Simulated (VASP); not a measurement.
# SrTiO3 (l) (P4/mmm) in VASP: further runs

Runs on SrTiO3 (l). Level: LDA. Tasks: single point.

Everything below comes from runs of VASP 6.6.1. Logs are shortened: lines on timing, memory, paths and dates and some standing lists are left out, and cuts for length are marked.

### Step 1. The cell of the first run

Symmetry: P4/mmm, No. 123, tetragonal system. The conventional cell has a = 3.903 Å, b = 3.903 Å, c = 3.796 Å, α = 90.00°, β = 90.00°, γ = 90.00°. Sr (site symmetry 4/mmm) has 12 O at 2.72 to 2.76 Å and 8 Ti at 3.35 Å within 3.6 Å. Within 2.5 Å of Ti (site symmetry 4/mmm) lie 6 O at 1.90 to 1.95 Å. O (site symmetry 4/mmm) has 2 Ti at 1.90 Å within 2.5 Å. Within 2.6 Å of O (site symmetry mmm) lie 2 Ti at 1.95 Å.

### Step 2. Single point, LDA

INCAR reads:

```
PREC     = Accurate       # precision mode
ENCUT    = 600            # plane-wave cutoff, eV
EDIFF    = 1E-6           # SCF threshold, eV
ISMEAR   = 0              # smearing method
SIGMA    = 0.1            # smearing width, eV
LREAL    = F              # projectors in reciprocal space
LASPH    = T              # aspherical terms in the spheres
NELM     = 120            # most SCF steps
ALGO     = Normal         # electronic algorithm
ISIF     = 2              # what is computed and relaxed
LWAVE    = F              # write WAVECAR
LCHARG   = T              # write CHGCAR
LELF     = T              # ELF
LVHAR    = T            
NBANDS   = 28             # bands
GGA_COMPAT= F
```

KPOINTS reads:

```
Automatic mesh
0
Gamma
  6 6 6
```

POSCAR reads:

```
SrTiO3
1.0
    3.9030659996      0.0000000000      0.0000000000
    0.0000000000      3.9030659996      0.0000000000
    0.0000000000      0.0000000000      3.7962619396
Sr Ti O
1 1 3
Direct
    0.0000000000      0.0000000000      0.0000000000
    0.5000000000      0.5000000000      0.5000000000
    0.5000000000      0.5000000000      0.0000000000
    0.5000000000      0.0000000000      0.5000000000
    0.0000000000      0.5000000000      0.5000000000
```

Potentials or basis: VASP PAW LDA potentials, release 64 (Sr_sv, Ti_sv, O).

Launch:

```sh
$ cat potpaw_LDA.64/Sr_sv/POTCAR potpaw_LDA.64/Ti_sv/POTCAR potpaw_LDA.64/O/POTCAR > POTCAR
$ mpirun -np 1 vasp_std > vasp.out
```

OUTCAR:

```text
PREC = Accurate
   ENCUT = 600
   EDIFF = 1E-6
   ISMEAR = 0
   LREAL = F
   LASPH = T
   NELM = 120
   ISIF = 2

 ion  position               nearest neighbor table
   1  0.000  0.000  0.000-   4 2.72   5 2.72   4 2.72   5 2.72   5 2.72   5 2.72   4 2.72   4 2.72
                             3 2.76   3 2.76   3 2.76   3 2.76   2 3.35   2 3.35   2 3.35   2 3.35
   2  0.500  0.500  0.500-   3 1.90   3 1.90   5 1.95   4 1.95   4 1.95   5 1.95   1 3.35   1 3.35
                             1 3.35   1 3.35   1 3.35   1 3.35   1 3.35   1 3.35
   3  0.500  0.500  0.000-   2 1.90   2 1.90   1 2.76   1 2.76   1 2.76   1 2.76
   4  0.500  0.000  0.500-   2 1.95   2 1.95   1 2.72   1 2.72   1 2.72   1 2.72
   5  0.000  0.500  0.500-   2 1.95   2 1.95   1 2.72   1 2.72   1 2.72   1 2.72

  LATTYP: Found a simple tetragonal cell.
 ALAT       =     3.9030659996
 C/A-ratio  =     0.9726358560

  Lattice vectors:

 A1 = (   3.9030659996,   0.0000000000,   0.0000000000)
 A2 = (   0.0000000000,   3.9030659996,   0.0000000000)
 A3 = (   0.0000000000,   0.0000000000,   3.7962619396)

Analysis of symmetry for initial positions (statically):
=====================================================================
 Subroutine PRICEL returns:
 Original cell was already a primitive cell.

 Routine SETGRP: Setting up the symmetry group for a
 simple tetragonal supercell.

 Subroutine GETGRP returns: Found 16 space group operations
 (whereof 16 operations were pure point group operations)
 out of a pool of 16 trial point group operations.

The static configuration has the point symmetry D_4h.

Analysis of symmetry for dynamics (positions and initial velocities):
=====================================================================
 Subroutine PRICEL returns:
 Original cell was already a primitive cell.

 Routine SETGRP: Setting up the symmetry group for a
 simple tetragonal supercell.

 Subroutine GETGRP returns: Found 16 space group operations
 (whereof 16 operations were pure point group operations)
 out of a pool of 16 trial point group operations.

The dynamic configuration has the point symmetry D_4h.

 Subroutine INISYM returns: Found 16 space group operations
 (whereof 16 operations are pure point group operations),
 and found     1 'primitive' translations

----------------------------------------------------------------------------------------

                                     Primitive cell

  volume of cell :      57.8320

  direct lattice vectors                    reciprocal lattice vectors
     3.903066000  0.000000000  0.000000000     0.256208837  0.000000000  0.000000000
     0.000000000  3.903066000  0.000000000     0.000000000  0.256208837  0.000000000
     0.000000000  0.000000000  3.796261940     0.000000000  0.000000000  0.263417018

  length of vectors
     3.903066000  3.903066000  3.796261940     0.256208837  0.256208837  0.263417018

  position of ions in fractional coordinates (direct lattice)
     0.000000000  0.000000000  0.000000000
     0.500000000  0.500000000  0.500000000
     0.500000000  0.500000000  0.000000000
     0.500000000  0.000000000  0.500000000
     0.000000000  0.500000000  0.500000000

  ion indices of the primitive-cell ions
   primitive index   ion index
                 1           1
                 2           2
                 3           3
                 4           4
                 5           5

----------------------------------------------------------------------------------------

 KPOINTS: Automatic mesh

Automatic generation of k-mesh.
 Grid dimensions read from file:
 generate k-points for:    6    6    6

 Generating k-lattice:

  Cartesian coordinates                     Fractional coordinates (reciprocal lattice)
     0.042701473  0.000000000  0.000000000     0.166666667  0.000000000  0.000000000
     0.000000000  0.042701473  0.000000000     0.000000000  0.166666667  0.000000000
     0.000000000  0.000000000  0.043902836     0.000000000  0.000000000  0.166666667

  Length of vectors
     0.042701473  0.042701473  0.043902836

  Shift w.r.t. Gamma in fractional coordinates (k-lattice)
     0.000000000  0.000000000  0.000000000

 Subroutine IBZKPT returns following result:
 ===========================================

 Found     40 irreducible k-points:

 Following reciprocal coordinates:
            Coordinates               Weight
  0.000000  0.000000  0.000000      1.000000
  0.166667  0.000000  0.000000      4.000000
  0.333333  0.000000  0.000000      4.000000
  0.500000  0.000000  0.000000      2.000000
  0.166667  0.166667  0.000000      4.000000
  0.333333  0.166667  0.000000      8.000000
[... 16 lines left out ...]
  0.333333  0.000000  0.333333      8.000000
  0.500000  0.000000  0.333333      4.000000
 [... further k-points ...]
   k-points           NKPTS =     40   k-points in BZ     NKDIM =     40   number of bands    NBANDS=     28
   number of dos      NEDOS =    301   number of ions     NIONS =      5
   total plane-waves  NPLWV =  30720
   dimension x,y,z NGX =    32 NGY =   32 NGZ =   30
   dimension x,y,z NGXF=    64 NGYF=   64 NGZF=   60
   ions per type =               1   1   3
   NGX,Y,Z   is equivalent  to a cutoff of  13.63, 13.63, 13.14 a.u.
   NGXF,Y,Z  is equivalent  to a cutoff of  27.26, 27.26, 26.28 a.u.
 SYSTEM =  unknown system
   PREC   = accura    normal or accurate (medium, high low for compatibility)
   ISTART =      0    job   : 0-new  1-cont  2-samecut
   ICHARG =      2    charge: 1-file 2-atom 10-const
   ISPIN  =      1    spin polarized calculation?
   LNONCOLLINEAR =      F non collinear calculations
   LSORBIT =      F    spin-orbit coupling
   LASPH  =      T    aspherical Exc in radial PAW
   ENCUT  =  600.0 eV  44.10 Ry    6.64 a.u.   7.80  7.80  7.58*2*pi/ulx,y,z
   NELM   =    120;   NELMIN=  2; NELMDL= -5     # of ELM steps
   EDIFF  = 0.1E-05   stopping-criterion for ELM
   LREAL  =      F    real-space projection
   EDIFFG = 0.1E-04   stopping-criterion for IOM
   NSW    =      0    number of steps for IOM
   IBRION =     -1    ionic relax: 0-MD 1-quasi-New 2-CG
   NFREE  =      0    steps in history (QN), initial steepest desc. (CG)
   ISIF   =      2    stress and relaxation
   ISYM   =      2    0-nonsym 1-usesym 2-fastsym
   POTIM  = 0.5000    time-step for ionic-motion
   TEBEG  =    0.0;   TEEND  =   0.0 temperature during run
   PSTRESS=    0.0 pullay stress
   NELECT =      40.0000    total number of electrons
   NUPDOWN=      -1.0000    fix difference up-down
   EMIN   =  10.00;   EMAX   =-10.00  energy-range for DOS
   EFERMI =   0.00;   METHOD = LEGACY
   ISMEAR =     0;   SIGMA  =   0.10  broadening in eV -4-tet -1-fermi 0-gaus
   EFERMI_NEDOS =   21; number of points for ismear=-14 and -15
   IALGO  =     38    algorithm
   IMIX   =      4    mixing-type and parameters
     AMIX     =   0.40;   BMIX     =  1.00
     AMIX_MAG =   1.60;   BMIX_MAG =  1.00
  volume/ion in A,a.u.               =      11.57        78.05
  Fermi-wavevector in a.u.,A,eV,Ry     =   1.447790  2.735926 28.519107  2.096095
  Thomas-Fermi vector in A             =   2.565705
   LORBIT       =      0    0 simple, 1 ext, 2 COOP (PROOUT), +10 PAW based schemes
   GGA     = CA    functional components
   LHFCALC =     F    Hartree Fock is set to
   AEXX    =    0.0000 exact exchange contribution
   IVDW    =     0    specifies the selected vdW correction
   LEPSILON=     F    determine dielectric tensor
   LRPA    =     F    only Hartree local field effects (RPA)
 non-spin polarized calculation
 Gauss-broadening in eV      SIGMA  =   0.10
  energy-cutoff  :      600.00
  volume of cell :       57.83
 maximum number of plane-waves:      1976
 NGX is ok and might be reduce to    32
   NGX = 15   NGY = 15   NGZ = 15

 number of electron      39.9999996 magnetization

 Free energy of the ion-electron system (eV)
  ---------------------------------------------------
  ext. energy  EPLUGINS =         0.00000000
  ---------------------------------------------------
  free energy    TOTEN  =       -44.15829696 eV

  energy without entropy =      -44.15829696  energy(sigma->0) =      -44.15829696

 E-fermi :   4.7548     XC(G=0): -11.9478

 val. band max:        4.1410022059   @ k =   0.5000   0.5000   0.5000
 cond. band min:       5.8875323444   @ k =   0.0000   0.0000   0.0000
 fundamental gap:      1.7465301386
 Fermi energy:         4.7548459174

 k-point     1 :       0.0000    0.0000    0.0000
  band No.  band energies     occupation
      1     -51.4846      2.00000
      2     -28.2852      2.00000
      3     -28.1843      2.00000
      4     -28.1466      2.00000
      5     -28.1466      2.00000
      6     -13.1301      2.00000
[... 20 lines left out ...]
     27       9.5020      0.00000
     28      10.3962      0.00000

 k-point     2 :       0.1667    0.0000    0.0000
  band No.  band energies     occupation
      1     -51.4842      2.00000
      2     -28.3106      2.00000
      3     -28.1835      2.00000
      4     -28.1458      2.00000
      5     -28.1331      2.00000
      6     -13.1774      2.00000
[... 20 lines left out ...]
     27       9.9613      0.00000
     28      11.0277      0.00000

 k-point     3 :       0.3333    0.0000    0.0000
  band No.  band energies     occupation
      1     -51.4833      2.00000
      2     -28.3558      2.00000
      3     -28.1819      2.00000
      4     -28.1441      2.00000
      5     -28.1115      2.00000
      6     -13.3437      2.00000
[... 20 lines left out ...]
     27      10.9635      0.00000
     28      12.2930      0.00000

 k-point     4 :       0.5000    0.0000    0.0000
  band No.  band energies     occupation
      1     -51.4829      2.00000
      2     -28.3768      2.00000
      3     -28.1811      2.00000
      4     -28.1433      2.00000
      5     -28.1020      2.00000
      6     -13.4401      2.00000
[... 20 lines left out ...]
     27      11.5191      0.00000
     28      12.1892      0.00000

 k-point     5 :       0.1667    0.1667    0.0000
  band No.  band energies     occupation
      1     -51.4837      2.00000
      2     -28.3178      2.00000
      3     -28.1827      2.00000
      4     -28.1649      2.00000
      5     -28.1185      2.00000
      6     -13.1598      2.00000
[... 20 lines left out ...]
     27      10.4116      0.00000
     28      11.4168      0.00000

 k-point     6 :       0.3333    0.1667    0.0000
  band No.  band energies     occupation
      1     -51.4829      2.00000
      2     -28.3411      2.00000
      3     -28.1811      2.00000
      4     -28.1688      2.00000
      5     -28.1146      2.00000
      6     -13.2222      2.00000
[... 463 lines left out ...]
      5     -28.1431      2.00000
      6     -13.2578      2.00000
[... 20 lines left out ...]
     27      11.1028      0.00000
     28      12.1744      0.00000

 k-point    22 :       0.1667    0.0000    0.3333
  band No.  band energies     occupation
      1     -51.4822      2.00000
      2     -28.3614      2.00000
      3     -28.1829      2.00000
      4     -28.1423      2.00000
      5     -28.1332      2.00000
      6     -13.1290      2.00000
[... 20 lines left out ...]
     27      11.4515      0.00000
     28      12.5054      0.00000

 k-point    23 :       0.3333    0.0000    0.3333
  band No.  band energies     occupation
      1     -51.4814      2.00000
      2     -28.3242      2.00000
      3     -28.2325      2.00000
      4     -28.1466      2.00000
      5     -28.1407      2.00000
      6     -12.8799      2.00000
[... 20 lines left out ...]
     27      12.5295      0.00000
     28      12.5700      0.00000

 k-point    24 :       0.5000    0.0000    0.3333
  band No.  band energies     occupation
      1     -51.4810      2.00000
      2     -28.2966      2.00000
      3     -28.2606      2.00000
      4     -28.1588      2.00000
      5     -28.1399      2.00000
      6     -12.7948      2.00000
[... 20 lines left out ...]
     27      12.4783      0.00000
     28      13.2769      0.00000

 [... further k-points ...]
[... 5 lines left out ...]
  --------------------------------------------------------------------------------------
  -------------------------------------------------------------------------------------
  Total       -1.2504464     -1.2504464      1.5372612      0.0000000     -0.0000000      0.0000000
  in kB      -34.6423777    -34.6423777     42.5882972      0.0000000     -0.0000000      0.0000000
  external PRESSURE =      -8.8988194 kB  Pullay stress =       0.0000000 kB

 VOLUME and BASIS-vectors are now :
 -----------------------------------------------------------------------------
  energy-cutoff  :      600.00
  volume of cell :       57.83
      direct lattice vectors                 reciprocal lattice vectors
     3.903066000  0.000000000  0.000000000     0.256208837  0.000000000  0.000000000
     0.000000000  3.903066000  0.000000000     0.000000000  0.256208837  0.000000000
     0.000000000  0.000000000  3.796261940     0.000000000  0.000000000  0.263417018

 POSITION                                       TOTAL-FORCE (eV/Angst)
 -----------------------------------------------------------------------------------
      0.00000      0.00000      0.00000         0.000000      0.000000      0.000000
      1.95153      1.95153      1.89813         0.000000      0.000000      0.000000
      1.95153      1.95153      0.00000         0.000000      0.000000      0.000000
      1.95153      0.00000      1.89813         0.000000      0.000000      0.000000
      0.00000      1.95153      1.89813         0.000000      0.000000      0.000000
 -----------------------------------------------------------------------------------
    total drift:                                0.000000     -0.000000     -0.000000

  FREE ENERGIE OF THE ION-ELECTRON SYSTEM (eV)
  ---------------------------------------------------
  free  energy   TOTEN  =       -44.1582969647 eV

  energy  without entropy=      -44.1582969647  energy(sigma->0) =      -44.15829696
```

It took 87 s on 1 thread of Intel Xeon 8259CL, shared host; peak memory 0.21 GiB.

Results:

| Item | Value |
| --- | --- |
| Free energy | -44.1583 eV |
| Pressure | -0.9 GPa |
| Band gap on the k mesh | 1.75 eV, indirect (least direct gap 2.08 eV) |

Stress tensor (GPa, compression positive):
```
-3.46  0.00  0.00
 0.00 -3.46  0.00
 0.00  0.00  4.26
```

A k mesh can miss the band edges. As with any semilocal functional, this LDA gap is likely too small.

### Step 3. Single point, LDA

INCAR reads:

```
PREC = Accurate
ENCUT = 600
EDIFF = 1E-6
ISMEAR = 0
SIGMA = 0.02
LREAL = F
LASPH = T
NELM = 120
ALGO = Normal
ISIF = 2
LWAVE = F
LCHARG = F
NBANDS = 28
GGA_COMPAT = F
```

KPOINTS reads:

```
regular mesh
0
Gamma
  8 8 8
```

POSCAR is that of step 2.

Potentials or basis: VASP PAW LDA potentials, release 64 (Sr_sv, Ti_sv, O).

Launch:

```sh
$ cat potpaw_LDA.64/Sr_sv/POTCAR potpaw_LDA.64/Ti_sv/POTCAR potpaw_LDA.64/O/POTCAR > POTCAR
$ mpirun -np 1 vasp_std > vasp.out
```

Wall time 3.2 min (1 thread of Intel Xeon 8259CL, shared host); peak memory 0.27 GiB.

Results (log left out):

| Property | Result |
| --- | --- |
| Free energy | -44.1590 eV |
| Pressure | -0.9 GPa |
| Band gap on the k mesh | 1.75 eV, indirect (least direct gap 2.08 eV) |

Stress tensor (GPa, compression positive):
```
-3.47  0.00  0.00
 0.00 -3.47  0.00
 0.00  0.00  4.25
```

Levels at points of the mesh, in eV from the valence-band top:
```
           k point  band 18  band 19  band 20  band 21  band 22  band 23
(0.00, 0.00, 0.00)    -0.37    -0.37    -0.33     1.75     1.80     1.80
(0.50, 0.00, 0.00)    -2.15    -0.74    -0.74     1.98     3.78     3.79
(0.50, 0.50, 0.00)    -1.75    -1.69    -0.19     3.80     3.80     4.23
(0.00, 0.00, 0.50)    -2.17    -0.78    -0.78     1.97     4.06     4.06
(0.50, 0.00, 0.50)    -1.58    -1.58    -0.10     3.79     4.07     4.41
(0.50, 0.50, 0.50)    -0.07     0.00     0.00     4.50     4.66     4.66
```

### Step 4. Single point, LDA

This run uses another cell than the first one, of 11.66 Å³/atom, 1.008 times its volume.

INCAR is that of step 3.

KPOINTS reads:

```
Automatic mesh
0
Gamma
  8 8 8
```

POSCAR: that of step 3 with these lines changed.

```diff
@@ -4,3 +4,3 @@
     0.0000000000      3.9030659996      0.0000000000
-    0.0000000000      0.0000000000      3.7962619396
+    0.0000000000      0.0000000000      3.8268086563
 Sr Ti O
```

Launch:

```sh
$ cat potpaw_LDA.64/Sr_sv/POTCAR potpaw_LDA.64/Ti_sv/POTCAR potpaw_LDA.64/O/POTCAR > POTCAR
$ mpirun -np 1 vasp_std > vasp.out
```

Wall time 2.9 min (1 thread of Intel Xeon 8259CL, shared host); peak memory 0.27 GiB.

Results (log left out):

* Free energy: -44.1675 eV
* Pressure: -2.6 GPa
* Band gap on the k mesh: 1.75 eV, indirect (least direct gap 2.09 eV)

Stress tensor (GPa, compression positive):
```
-4.31  0.00  0.00
 0.00 -4.31  0.00
 0.00  0.00  0.92
```

Levels at points of the mesh, in eV from the valence-band top:
```
           k point  band 16  band 17  band 18  band 19  band 20  band 21  band 22  band 23  band 24  band 25
(0.00, 0.00, 0.00)    -1.26    -1.19    -0.37    -0.37    -0.34     1.75     1.79     1.79     4.39     4.53
(0.50, 0.00, 0.00)    -2.42    -2.38    -2.12    -0.74    -0.74     1.97     3.77     3.78     4.54     6.73
(0.50, 0.50, 0.00)    -2.93    -1.71    -1.70    -1.70    -0.16     3.78     3.78     4.22     5.65     7.85
(0.00, 0.00, 0.50)    -2.61    -2.55    -2.14    -0.77    -0.77     1.96     3.97     3.97     4.42     6.83
(0.50, 0.00, 0.50)    -3.01    -1.75    -1.58    -1.58    -0.10     3.78     3.98     4.34     5.42     7.93
(0.50, 0.50, 0.50)    -3.92    -3.74    -0.05     0.00     0.00     4.48     4.59     4.59     6.84     6.95
```

A k mesh can miss the band edges. A hybrid or GW would open this gap; LDA tends to underestimate it.

### Step 5. Single point, LDA

This run uses another cell than the first one, of 11.66 Å³/atom, 1.008 times its volume.

INCAR reads:

```
SYSTEM = SrTiO3
ALGO = Normal ; EDIFF = 1E-6
ENCUT = 600 ; GGA = CA
GGA_COMPAT = .FALSE. ; ISIF = 2
ISMEAR = 0 ; LASPH = .TRUE.
LCHARG = .FALSE. ; LREAL = .FALSE.
LWAVE = .FALSE. ; NBANDS = 28
NELM = 120 ; PREC = Accurate
SIGMA = 0.02
```

KPOINTS reads:

```
k-points
0
G
  8 8 8
  0 0 0
```

POSCAR is that of step 4.

Launch:

```sh
$ cat potpaw_LDA.64/Sr_sv/POTCAR potpaw_LDA.64/Ti_sv/POTCAR potpaw_LDA.64/O/POTCAR > POTCAR
$ mpirun -np 1 vasp_std > vasp.out
```

Run time: 2.9 min. Hardware: 1 thread of Intel Xeon 8259CL, shared host; peak memory 0.27 GiB.

Results (log left out):

```yaml
Free_energy: -44.1675 eV
Pressure: -2.6 GPa
Band_gap_on_the_k_mesh: 1.75 eV, indirect (least direct gap 2.09 eV)
```

Stress tensor (GPa, compression positive):
```
-4.31  0.00  0.00
 0.00 -4.31  0.00
 0.00  0.00  0.92
```

Levels at points of the mesh, in eV from the valence-band top:
| k point | band 18 | band 19 | band 20 | band 21 | band 22 | band 23 |
| --- | --- | --- | --- | --- | --- | --- |
| (0.00, 0.00, 0.00) | -0.37 | -0.37 | -0.34 | 1.75 | 1.79 | 1.79 |
| (0.50, 0.00, 0.00) | -2.12 | -0.74 | -0.74 | 1.97 | 3.77 | 3.78 |
| (0.50, 0.50, 0.00) | -1.70 | -1.70 | -0.16 | 3.78 | 3.78 | 4.22 |
| (0.00, 0.00, 0.50) | -2.14 | -0.77 | -0.77 | 1.96 | 3.97 | 3.97 |
| (0.50, 0.00, 0.50) | -1.58 | -1.58 | -0.10 | 3.78 | 3.98 | 4.34 |
| (0.50, 0.50, 0.50) | -0.05 | 0.00 | 0.00 | 4.48 | 4.59 | 4.59 |

### Step 6. Summary

```csv
cell,k mesh,smearing,gap on the mesh (eV),pressure (GPa)
"a = 3.903, b = 3.903, c = 3.796 Å, 5 atoms",6 × 6 × 6,gaussian 0.1 eV,1.75,-0.9
"a = 3.903, b = 3.903, c = 3.796 Å, 5 atoms",8 × 8 × 8,gaussian 0.02 eV,1.75,-0.9
"a = 3.903, b = 3.903, c = 3.827 Å, 5 atoms",8 × 8 × 8,gaussian 0.02 eV,1.75,-2.6
```

Alike in all rows: task single point; level LDA; potentials or basis VASP PAW LDA potentials, release 64 (Sr_sv, Ti_sv, O); no spin polarisation; cutoff (eV) 600.

Absolute energies hang on the potentials; compare differences alone.
